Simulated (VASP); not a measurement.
# Mg (I4/mmm) in VASP: a series of runs

Mg is run at these levels: PBE; tasks: single point.

Everything below comes from runs of VASP 6.6.1. Logs are shortened: lines on timing, memory, paths and dates and some standing lists are left out, and cuts for length are marked.

### Step 1. The cell of the first run

It takes space group I4/mmm (No. 139, tetragonal). The conventional cell has a = 3.969 Å, b = 3.969 Å, c = 3.073 Å, α = 90.00°, β = 90.00°, γ = 90.00°. Mg (site symmetry 4/mmm) has 14 Mg at 3.07 to 3.97 Å within 4.0 Å.

### Step 2. Single point, PBE (24.20 Å³/atom)

Input file INCAR:

```
SYSTEM = Mg
PREC = Accurate
ENCUT = 520
EDIFF = 1E-7
ISMEAR = 0
SIGMA = 0.15
LREAL = .FALSE.
LASPH = .TRUE.
NELM = 100
ALGO = Normal
ISIF = 2
LWAVE = .FALSE.
LCHARG = .FALSE.
GGA = PE
NBANDS = 7
```

Input file KPOINTS:

```
regular mesh
0
G
  20 20 20
  0 0 0
```

Input file POSCAR:

```
Mg
1.0
   -1.9843913960      1.9843913960      1.5365142579
    1.9843913960     -1.9843913960      1.5365142579
    1.9843913960      1.9843913960     -1.5365142579
Mg
1
Direct
    0.0000000000      0.0000000000      0.0000000000
```

Potentials or basis: VASP PAW PBE potentials, release 64 (Mg).

Command:

```
cat potpaw_PBE.64/Mg/POTCAR > POTCAR
mpirun -np 1 vasp_std > vasp.out
```

OUTCAR:

```text
SYSTEM = Mg
   PREC = Accurate
   ENCUT = 520
   EDIFF = 1E-7
   ISMEAR = 0
   LREAL = .FALSE.
   LASPH = .TRUE.
   NELM = 100
   ISIF = 2
   GGA = PE

 ion  position               nearest neighbor table
   1  0.000  0.000  0.000-

  LATTYP: Found a body centered tetragonal cell.
 ALAT       =     3.9687827920
 C/A-ratio  =     0.7743000000

  Lattice vectors:

 A1 = (  -1.9843913960,   1.9843913960,   1.5365142579)
 A2 = (   1.9843913960,  -1.9843913960,   1.5365142579)
 A3 = (   1.9843913960,   1.9843913960,  -1.5365142579)

Analysis of symmetry for initial positions (statically):
=====================================================================
 Subroutine PRICEL returns:
 Original cell was already a primitive cell.

 Routine SETGRP: Setting up the symmetry group for a
 body centered tetragonal supercell.

 Subroutine GETGRP returns: Found 16 space group operations
 (whereof 16 operations were pure point group operations)
 out of a pool of 16 trial point group operations.

The static configuration has the point symmetry D_4h.

Analysis of symmetry for dynamics (positions and initial velocities):
=====================================================================
 Subroutine PRICEL returns:
 Original cell was already a primitive cell.

 Routine SETGRP: Setting up the symmetry group for a
 body centered tetragonal supercell.

 Subroutine GETGRP returns: Found 16 space group operations
 (whereof 16 operations were pure point group operations)
 out of a pool of 16 trial point group operations.

The dynamic configuration has the point symmetry D_4h.

 Subroutine INISYM returns: Found 16 space group operations
 (whereof 16 operations are pure point group operations),
 and found     1 'primitive' translations

----------------------------------------------------------------------------------------

                                     Primitive cell

  volume of cell :      24.2020

  direct lattice vectors                    reciprocal lattice vectors
    -1.984391396  1.984391396  1.536514258     0.000000000  0.251966422  0.325411884
     1.984391396 -1.984391396  1.536514258     0.251966422  0.000000000  0.325411884
     1.984391396  1.984391396 -1.536514258     0.251966422  0.251966422  0.000000000

  length of vectors
     3.199452217  3.199452217  3.199452217     0.411557982  0.411557982  0.356334331

  position of ions in fractional coordinates (direct lattice)
     0.000000000  0.000000000  0.000000000

  ion indices of the primitive-cell ions
   primitive index   ion index
                 1           1

----------------------------------------------------------------------------------------

 KPOINTS: regular mesh

Automatic generation of k-mesh.
 Grid dimensions read from file:
 generate k-points for:   20   20   20

 Generating k-lattice:

  Cartesian coordinates                     Fractional coordinates (reciprocal lattice)
     0.000000000  0.012598321  0.016270594     0.050000000  0.000000000 -0.000000000
     0.012598321  0.000000000  0.016270594     0.000000000  0.050000000 -0.000000000
     0.012598321  0.012598321  0.000000000     0.000000000  0.000000000  0.050000000

  Length of vectors
     0.020577899  0.020577899  0.017816717

  Shift w.r.t. Gamma in fractional coordinates (k-lattice)
     0.000000000  0.000000000  0.000000000

 Subroutine IBZKPT returns following result:
 ===========================================

 Found    641 irreducible k-points:

 Following reciprocal coordinates:
            Coordinates               Weight
  0.000000  0.000000  0.000000      1.000000
  0.050000  0.000000  0.000000      8.000000
  0.100000  0.000000 -0.000000      8.000000
  0.150000  0.000000  0.000000      8.000000
  0.200000  0.000000 -0.000000      8.000000
  0.250000  0.000000 -0.000000      8.000000
[... 16 lines left out ...]
 -0.400000  0.050000  0.000000     16.000000
 -0.350000  0.050000  0.000000     16.000000
 [... further k-points ...]
   k-points           NKPTS =    641   k-points in BZ     NKDIM =    641   number of bands    NBANDS=      7
   number of dos      NEDOS =    301   number of ions     NIONS =      1
   total plane-waves  NPLWV =  13824
   dimension x,y,z NGX =    24 NGY =   24 NGZ =   24
   dimension x,y,z NGXF=    48 NGYF=   48 NGZF=   48
   ions per type =               1
   NGX,Y,Z   is equivalent  to a cutoff of  12.47, 12.47, 12.47 a.u.
   NGXF,Y,Z  is equivalent  to a cutoff of  24.94, 24.94, 24.94 a.u.
 SYSTEM =  Mg
   PREC   = accura    normal or accurate (medium, high low for compatibility)
   ISTART =      0    job   : 0-new  1-cont  2-samecut
   ICHARG =      2    charge: 1-file 2-atom 10-const
   ISPIN  =      1    spin polarized calculation?
   LNONCOLLINEAR =      F non collinear calculations
   LSORBIT =      F    spin-orbit coupling
   LASPH  =      T    aspherical Exc in radial PAW
   ENCUT  =  520.0 eV  38.22 Ry    6.18 a.u.   5.95  5.95  5.95*2*pi/ulx,y,z
   NELM   =    100;   NELMIN=  2; NELMDL= -5     # of ELM steps
   EDIFF  = 0.1E-06   stopping-criterion for ELM
   LREAL  =      F    real-space projection
   EDIFFG = 0.1E-05   stopping-criterion for IOM
   NSW    =      0    number of steps for IOM
   IBRION =     -1    ionic relax: 0-MD 1-quasi-New 2-CG
   NFREE  =      0    steps in history (QN), initial steepest desc. (CG)
   ISIF   =      2    stress and relaxation
   ISYM   =      2    0-nonsym 1-usesym 2-fastsym
   POTIM  = 0.5000    time-step for ionic-motion
   TEBEG  =    0.0;   TEEND  =   0.0 temperature during run
   PSTRESS=    0.0 pullay stress
   NELECT =       2.0000    total number of electrons
   NUPDOWN=      -1.0000    fix difference up-down
   EMIN   =  10.00;   EMAX   =-10.00  energy-range for DOS
   EFERMI =   0.00;   METHOD = LEGACY
   ISMEAR =     0;   SIGMA  =   0.15  broadening in eV -4-tet -1-fermi 0-gaus
   EFERMI_NEDOS =   21; number of points for ismear=-14 and -15
   IALGO  =     38    algorithm
   IMIX   =      4    mixing-type and parameters
     AMIX     =   0.40;   BMIX     =  1.00
     AMIX_MAG =   1.60;   BMIX_MAG =  1.00
  volume/ion in A,a.u.               =      24.20       163.32
  Fermi-wavevector in a.u.,A,eV,Ry     =   0.713074  1.347514  6.918210  0.508474
  Thomas-Fermi vector in A             =   1.800616
   LORBIT       =      0    0 simple, 1 ext, 2 COOP (PROOUT), +10 PAW based schemes
   GGA     = PE    functional components
   LHFCALC =     F    Hartree Fock is set to
   AEXX    =    0.0000 exact exchange contribution
   IVDW    =     0    specifies the selected vdW correction
   LEPSILON=     F    determine dielectric tensor
   LRPA    =     F    only Hartree local field effects (RPA)
 non-spin polarized calculation
 Gauss-broadening in eV      SIGMA  =   0.15
  energy-cutoff  :      520.00
  volume of cell :       24.20
 maximum number of plane-waves:       686
   NGX = 11   NGY = 11   NGZ = 11

 number of electron       2.0000000 magnetization

 Free energy of the ion-electron system (eV)
  ---------------------------------------------------
  ext. energy  EPLUGINS =         0.00000000
  ---------------------------------------------------
  free energy    TOTEN  =        -1.44731501 eV

  energy without entropy =       -1.44293322  energy(sigma->0) =       -1.44512412

 E-fermi :   2.3285     XC(G=0):  -8.3212

 val. band max:        2.3240685845   @ k =   0.3500   0.2500  -0.0000
 cond. band min:       2.3355347984   @ k =  -0.4000   0.4000   0.0000
 fundamental gap:      0.0114662140
 Fermi energy:         2.3284557887

 k-point     1 :       0.0000    0.0000    0.0000
  band No.  band energies     occupation
      1      -4.3488      2.00000
      2      12.1074      0.00000
      3      13.8871      0.00000
      4      13.8871      0.00000
      5      14.3568      0.00000
      6      17.6125      0.00000
      7      17.6125      0.00000

 k-point     2 :       0.0500    0.0000    0.0000
  band No.  band energies     occupation
      1      -4.2849      2.00000
      2      11.8153      0.00000
      3      13.3487      0.00000
      4      14.2928      0.00000
      5      14.8611      0.00000
      6      16.8045      0.00000
      7      17.0129      0.00000

 k-point     3 :       0.1000    0.0000   -0.0000
  band No.  band energies     occupation
      1      -4.0936      2.00000
      2      11.2849      0.00000
      3      12.6474      0.00000
      4      14.7877      0.00000
      5      15.1590      0.00000
      6      15.9223      0.00000
      7      15.9465      0.00000

 k-point     4 :       0.1500    0.0000    0.0000
  band No.  band energies     occupation
      1      -3.7755      2.00000
      2      10.7744      0.00000
      3      11.8680      0.00000
      4      13.3533      0.00000
      5      14.8473      0.00000
      6      16.0196      0.00000
      7      16.2538      0.00000

 k-point     5 :       0.2000    0.0000   -0.0000
  band No.  band energies     occupation
      1      -3.3320      2.00000
      2      10.3452      0.00000
      3      10.6943      0.00000
      4      12.2659      0.00000
      5      13.8464      0.00000
      6      15.6157      0.00000
      7      17.4736      0.00000

 k-point     6 :       0.2500    0.0000   -0.0000
  band No.  band energies     occupation
      1      -2.7647      2.00000
      2       9.1442      0.00000
      3      10.0139      0.00000
      4      11.6984      0.00000
      5      12.9474      0.00000
      6      14.9545      0.00000
      7      18.1751      0.00000

 k-point     7 :       0.3000    0.0000    0.0000
  band No.  band energies     occupation
      1      -2.0762      2.00000
      2       7.5437      0.00000
      3       9.7856      0.00000
      4      11.3588      0.00000
      5      12.1618      0.00000
      6      14.2943      0.00000
      7      18.3513      0.00000

 k-point     8 :       0.3500    0.0000    0.0000
  band No.  band energies     occupation
      1      -1.2698      2.00000
      2       6.0003      0.00000
      3       9.6605      0.00000
      4      11.1485      0.00000
      5      11.4956      0.00000
      6      13.7187      0.00000
      7      18.5771      0.00000

 k-point     9 :       0.4000    0.0000    0.0000
  band No.  band energies     occupation
      1      -0.3513      2.00000
      2       4.5472      0.00000
      3       9.6327      0.00000
      4      10.9572      0.00000
      5      11.0317      0.00000
      6      13.2684      0.00000
      7      18.8706      0.00000

 k-point    10 :       0.4500    0.0000   -0.0000
  band No.  band energies     occupation
      1       0.6608      2.00000
      2       3.2120      0.00000
      3       9.6799      0.00000
      4      10.5700      0.00000
      5      10.9803      0.00000
      6      12.9773      0.00000
      7      19.2087      0.00000

 k-point    11 :       0.5000    0.0000   -0.0000
  band No.  band energies     occupation
      1       1.4782      2.00000
      2       2.2867      1.30652
      3       9.7245      0.00000
      4      10.4119      0.00000
      5      10.9674      0.00000
      6      12.8757      0.00000
      7      19.4160      0.00000
[... 51 lines left out ...]
 k-point    17 :       0.3000    0.0500    0.0000
  band No.  band energies     occupation
      1      -1.5482      2.00000
      2       6.6123      0.00000
      3       9.8102      0.00000
      4      10.9462      0.00000
      5      12.0087      0.00000
      6      13.8901      0.00000
      7      17.5012      0.00000

 k-point    18 :       0.3500    0.0500   -0.0000
  band No.  band energies     occupation
      1      -0.6714      2.00000
      2       5.1206      0.00000
      3       9.6231      0.00000
      4      10.4894      0.00000
      5      11.7636      0.00000
      6      13.4891      0.00000
      7      17.7852      0.00000

 k-point    19 :       0.4000    0.0500    0.0000
  band No.  band energies     occupation
      1       0.3091      2.00000
      2       3.7350      0.00000
      3       9.3951      0.00000
      4      10.2930      0.00000
      5      11.5537      0.00000
      6      13.2779      0.00000
      7      18.1565      0.00000

 k-point    20 :       0.4500    0.0500   -0.0000
  band No.  band energies     occupation
      1       1.3166      2.00000
      2       2.5368      0.04951
      3       9.1357      0.00000
      4      10.3486      0.00000
      5      11.3730      0.00000
      6      13.2680      0.00000
      7      18.6157      0.00000

 k-point    21 :       0.5000    0.0500    0.0000
  band No.  band energies     occupation
      1       1.0831      2.00000
      2       2.7949      0.00001
      3       8.9245      0.00000
      4      10.5685      0.00000
      5      11.2514      0.00000
      6      13.4414      0.00000
      7      19.1381      0.00000

 k-point    22 :      -0.4500    0.0500    0.0000
  band No.  band energies     occupation
      1       0.0572      2.00000
      2       4.0597      0.00000
      3       8.8028      0.00000
      4      10.8579      0.00000
      5      11.2713      0.00000
      6      13.7708      0.00000
      7      19.5856      0.00000

 k-point    23 :      -0.4000    0.0500    0.0000
  band No.  band energies     occupation
      1      -0.9001      2.00000
      2       5.4652      0.00000
      3       8.7874      0.00000
      4      11.0433      0.00000
      5      11.6127      0.00000
      6      14.2327      0.00000
      7      19.6188      0.00000

 k-point    24 :      -0.3500    0.0500    0.0000
  band No.  band energies     occupation
      1      -1.7494      2.00000
      2       6.9558      0.00000
      3       8.8931      0.00000
      4      11.2102      0.00000
      5      12.2004      0.00000
      6      14.8058      0.00000
      7      19.4267      0.00000

 [... further k-points ...]
[... 5 lines left out ...]
  --------------------------------------------------------------------------------------
  -------------------------------------------------------------------------------------
  Total       -0.3337140     -0.3337140      0.3187442      0.0000000      0.0000000      0.0000000
  in kB      -22.0919367    -22.0919367     21.1009333      0.0000000      0.0000000      0.0000000
  external PRESSURE =      -7.6943134 kB  Pullay stress =       0.0000000 kB

 VOLUME and BASIS-vectors are now :
 -----------------------------------------------------------------------------
  energy-cutoff  :      520.00
  volume of cell :       24.20
      direct lattice vectors                 reciprocal lattice vectors
    -1.984391396  1.984391396  1.536514258     0.000000000  0.251966422  0.325411884
     1.984391396 -1.984391396  1.536514258     0.251966422  0.000000000  0.325411884
     1.984391396  1.984391396 -1.536514258     0.251966422  0.251966422  0.000000000

 POSITION                                       TOTAL-FORCE (eV/Angst)
 -----------------------------------------------------------------------------------
      0.00000      0.00000      0.00000        -0.000000     -0.000000      0.000000
 -----------------------------------------------------------------------------------
    total drift:                                0.000000      0.000000      0.000000

  FREE ENERGIE OF THE ION-ELECTRON SYSTEM (eV)
  ---------------------------------------------------
  free  energy   TOTEN  =        -1.4473150119 eV

  energy  without entropy=       -1.4429332205  energy(sigma->0) =       -1.44512412
```

Wall time 19 s (1 thread of Intel Xeon 6975P-C (Granite Rapids), shared host); peak memory 0.23 GiB.

What came out:

```
Free energy            : -1.4473 eV
Pressure               : -0.8 GPa
Band gap on the k mesh : zero (bands 1 and 2 overlap by 4.44 eV)
```

Levels at points of the mesh, in eV from the Fermi level:
```
           k point  band 1  band 2  band 3  band 4
(0.00, 0.00, 0.00)   -6.68    9.78   11.56   11.56
(0.50, 0.00, 0.00)   -0.85   -0.04    7.40    8.08
(0.50, 0.50, 0.00)   -2.02   -1.97   12.19   12.23
(0.50, 0.50, 0.50)    2.04    2.04    2.99    3.11
```

### Step 3. Single point, PBE (24.20 Å³/atom)

Input file INCAR:

```
PREC = Accurate ; ENCUT = 520
EDIFF = 1E-6 ; ISMEAR = 0
SIGMA = 0.15 ; LREAL = F
LASPH = T ; NELM = 80
ALGO = Fast ; ISIF = 2
LWAVE = F ; LCHARG = F
GGA = PE ; NBANDS = 7
```

Input file KPOINTS:

```
Automatic mesh
0
Gamma
  20 20 20
```

Input file POSCAR:

```
Mg
1.0
   -1.9446879477      1.9446879477      1.5998947746
    1.9446879477     -1.9446879477      1.5998947746
    1.9446879477      1.9446879477     -1.5998947746
Mg
1
Direct
    0.0000000000      0.0000000000      0.0000000000
```

Potentials or basis: VASP PAW PBE potentials, release 64 (Mg).

Command:

```
cat potpaw_PBE.64/Mg/POTCAR > POTCAR
mpirun -np 1 vasp_std > vasp.out
```

Run time: 17 s. Hardware: 1 thread of Intel Xeon 6975P-C (Granite Rapids), shared host; peak memory 0.23 GiB.

Results (log left out):

- Free energy: -1.4657 eV
- Pressure: -1.3 GPa
- Band gap on the k mesh: zero (bands 1 and 2 overlap by 4.29 eV)

Stress tensor (GPa, compression positive):
```
-1.90  0.00  0.00
 0.00 -1.90  0.00
 0.00  0.00 -0.15
```

Levels at points of the mesh, in eV from the Fermi level:
```csv
k point,band 1,band 2,band 3,band 4,band 5
"(0.00, 0.00, 0.00)",-6.70,10.39,12.30,12.30,12.60
"(0.50, 0.00, 0.00)",-1.03,-0.31,7.57,8.19,8.85
"(0.50, 0.50, 0.00)",-1.87,-1.78,11.12,11.50,12.07
"(0.50, 0.50, 0.50)",2.38,2.38,3.19,3.53,7.08
```

(Part 1 of 2 ends here.)
